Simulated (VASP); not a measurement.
The system is SbP5.

```
Sb P
1.0
     0.00000    3.93986    3.93986
     3.93986    0.00000    3.93986
     3.93986    3.93986    0.00000
Sb P
1 5
Direct
  0.00000 0.00000 0.00000
  0.25000 0.25000 0.25000
  0.62377 0.12868 0.62377
  0.62377 0.62377 0.12868
  0.62377 0.62377 0.62377
  0.12868 0.62377 0.62377
```

The cell was built from a structure type or drawn by symmetry, and may not be a known phase.

```yaml
Program: VASP 6.6.1
Task: relaxation of cell and atoms
Functional: PBE
Potentials_or_basis: VASP PAW PBE potentials, release 64 (Sb, P)
Cutoff: 600 eV
k_mesh: 4 × 4 × 4
Occupations: gaussian, width 0.1 eV
Spin: no spin polarisation
```

At the start: pressure -10.6 GPa; volume 20.39 Å³/atom.

Q: How do energy, volume and symmetry change on relaxing?

A: Over 15 steps the energy falls by 163.1 meV/atom and the volume is 18.09 Å³/atom (-11.2 %); space group F-43m (No. 216, to 0.1 Å) before and after.

The path:
| step | energy change (eV) | largest force (eV/Å) | pressure (GPa) | volume (Å³) |
| --- | --- | --- | --- | --- |
| 1 | 0.0000 | 0.1244 | -10.57 | 122.31 |
| 2 | -0.8302 | 0.2338 | 0.84 | 100.02 |
| 3 | -0.8325 | 0.2339 | 0.09 | 100.94 |
| 4 | -0.8322 | 0.2336 | -0.23 | 101.34 |
| 5 | -0.8425 | 0.2254 | -0.16 | 101.27 |
| 6 | -0.8691 | 0.1711 | 0.38 | 101.07 |
| 7 | -0.8965 | 0.0339 | 2.87 | 100.66 |
| 8 | -0.8999 | 0.0302 | 2.92 | 100.82 |
| 9 | -0.9099 | 0.0074 | 3.02 | 101.31 |
| 10 | -0.9258 | 0.1006 | 3.25 | 102.30 |
| 11 | -0.9194 | 0.5108 | 3.96 | 104.30 |
| 12 | -0.9305 | 0.2290 | 3.45 | 103.03 |
| 13 | -0.9486 | 0.1834 | 2.67 | 104.16 |
| 14 | -0.9770 | 0.0375 | 0.56 | 107.58 |
| 15 | -0.9786 | 0.0067 | 0.03 | 108.57 |

Final structure:
```
Sb P
1.0
     0.00000    3.78640    3.78640
     3.78640    0.00000    3.78640
     3.78640    3.78640    0.00000
Sb P
1 5
Direct
  0.00000 0.00000 0.00000
  0.25000 0.25000 0.25000
  0.60912 0.17263 0.60912
  0.60912 0.60912 0.17263
  0.60912 0.60912 0.60912
  0.17263 0.60912 0.60912
```
